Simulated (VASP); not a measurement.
A run of VASP 6.6.1 is set up as follows.

The input INCAR:

```
PREC = Accurate ; ENCUT = 520
EDIFF = 1E-6 ; ISMEAR = 0
SIGMA = 0.05 ; LREAL = F
LASPH = T ; NELM = 100
ALGO = Normal ; ISIF = 2
LWAVE = F ; LCHARG = T
GGA = PE ; IVDW = 12
LELF = T ; LVHAR = T
NBANDS = 35
```

Contents of KPOINTS:

```
regular mesh
0
Gamma
  12 12 4
```

POSCAR

```
MoS2
1.0
    3.1493511256      0.0000000000      0.0000000000
   -1.5746755628      2.7274180802      0.0000000000
    0.0000000000      0.0000000000     12.0907538840
Mo S
2 4
Direct
    0.3333333333      0.6666666667      0.2500000000
    0.6666666667      0.3333333333      0.7500000000
    0.2649160482      0.5933372415      0.6204905688
    0.6666666667      0.3333333333      0.1204905688
    0.3333333333      0.6666666667      0.8795094312
    0.6666666667      0.3333333333      0.3795094312
```

Potentials or basis: VASP PAW PBE potentials, release 64 (Mo_sv, S).

Command:

```sh
$ cat potpaw_PBE.64/Mo_sv/POTCAR potpaw_PBE.64/S/POTCAR > POTCAR
$ mpirun -np 1 vasp_std > vasp.out
```

(1) What does it give for the band gap on the k mesh?

(2) Predict the largest force.

(3) Estimate the dispersion energy per atom.

Answers

(1) 0.76 eV (least direct gap 1.43 eV).

(2) 2.259 eV/Å.

(3) -0.438 eV.

Caveat: the cell differs from its parent crystal (atom 3 (S) moved by (-0.100, -0.200) A along x and y); forces of over 1 eV/Å act on the atoms, so gaps and moduli don't describe the material at rest.
